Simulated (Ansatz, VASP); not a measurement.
TaAl5: VASP beside Ansatz

The input INCAR:

```
ALGO     = Normal         # electronic algorithm
EDIFF    = 1E-6           # SCF threshold, eV
ENCUT    = 520            # plane-wave cutoff, eV
GGA      = PE             # functional
ISIF     = 2              # what is computed and relaxed
ISMEAR   = 0              # smearing method
LASPH    = T              # aspherical terms in the spheres
LCHARG   = F              # write CHGCAR
LREAL    = F              # projectors in reciprocal space
LWAVE    = F              # write WAVECAR
NBANDS   = 22             # bands
NELM     = 80             # most SCF steps
PREC     = Accurate       # precision mode
SIGMA    = 0.1            # smearing width, eV
```

The input KPOINTS:

```
k-points
0
Gamma
  4 4 4
```

Contents of POSCAR:

```
TaAl5
1.0
    4.5485397800      0.0000000000      0.0000000000
    0.0000000000      4.5485397800      0.0000000000
    0.0000000000      0.0000000000      5.2514212700
Ta Al
1 5
Direct
    0.0000000000      0.0000000000      0.5000000000
    0.7009663800      0.7009663800      0.5000000000
    0.2990336200      0.2990336200      0.5000000000
    0.2990336200      0.7009663800      0.5000000000
    0.7009663800      0.2990336200      0.5000000000
    0.0000000000      0.0000000000      0.0000000000
```

Input for Ansatz:

```yaml
crystal:
  lattice:
    - [4.54853978, 0.0, 0.0]
    - [0.0, 4.54853978, 0.0]
    - [0.0, 0.0, 5.25142127]
  atoms:
    - { symbol: Ta, position: [0.0, 0.0, 0.5] }
    - { symbol: Al, position: [0.70096638, 0.70096638, 0.5] }
    - { symbol: Al, position: [0.29903362, 0.29903362, 0.5] }
    - { symbol: Al, position: [0.29903362, 0.70096638, 0.5] }
    - { symbol: Al, position: [0.70096638, 0.29903362, 0.5] }
    - { symbol: Al, position: [0.0, 0.0, 0.0] }
basis:
  ecutwfc: 420
kpoints:
  mp_grid: { grid: [4, 4, 4] }
hamiltonian:
  xc: pbe
scf:
  occupations: { method: gaussian, width: 0.1 }
  lower_state_search: "off"
output:
  forces: true
  stress: true
  eigenvalues: true
```

Alike in both runs: task single point; functional PBE; k mesh 4 × 4 × 4; occupations gaussian, width 0.1 eV; no spin polarisation.

```csv
,VASP,Ansatz
version,VASP 6.6.1,Ansatz 0.2.0
potentials or method,"VASP PAW PBE potentials, release 64 (Ta_pv, Al), cutoff 520 eV","scalar-relativistic, plane waves, PAW"
valence electrons in the cell,26,28
```

Ansatz gave:

```
gap on the k mesh at the Fermi level (eV) : none
rms of the force components (eV/Å)        : 2.729
```

**Question.** Which values does VASP return?

**Answer.** gap on the k mesh at the Fermi level (eV): none; rms of the force components (eV/Å): 2.705.

Atom by atom the forces differ by 0.024 eV/Å (rms over components). A gap of «none» marks a metal or a gap that the smearing closes. VASP's potentials hold 26 valence electrons a cell and Ansatz's 28, so a difference there can come from the potentials and not from the codes.

Neither program's run includes spin-orbit coupling.
